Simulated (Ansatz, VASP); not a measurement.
**WC in VASP and in Ansatz**

```
W C
1.0
     0.00000    2.19268    2.19268
     2.19268    0.00000    2.19268
     2.19268    2.19268    0.00000
W C
1 1
Direct
  0.00000 0.00000 0.00000
  0.50000 0.50000 0.50000
```

Alike in both runs: functional RPBE; k mesh 10 × 10 × 10; occupations fermi-dirac, width 0.05 eV; no spin polarisation.

|  | VASP | Ansatz |
| --- | --- | --- |
| version | VASP 6.6.1 | Ansatz 0.2.0 |
| potentials or method | VASP PAW PBE potentials, release 64 (W_sv, C) | Ansatz PAW |
| plane-wave cutoff (eV) | 520 | 420 |
| valence electrons in the cell | 18 | 18 |
| task | single point | band structure |

Ansatz gave:

| Quantity | Value |
| --- | --- |
| gap on the k mesh at the Fermi level (eV) | none |
| pressure (GPa) | 2.8 |

Which values does VASP return?

gap on the k mesh at the Fermi level (eV): none; pressure (GPa): 3.6.

VASP's potentials were made for PBE, not for RPBE. A gap of «none» marks a metal or a gap that the smearing closes.

Neither program's run includes spin-orbit coupling.
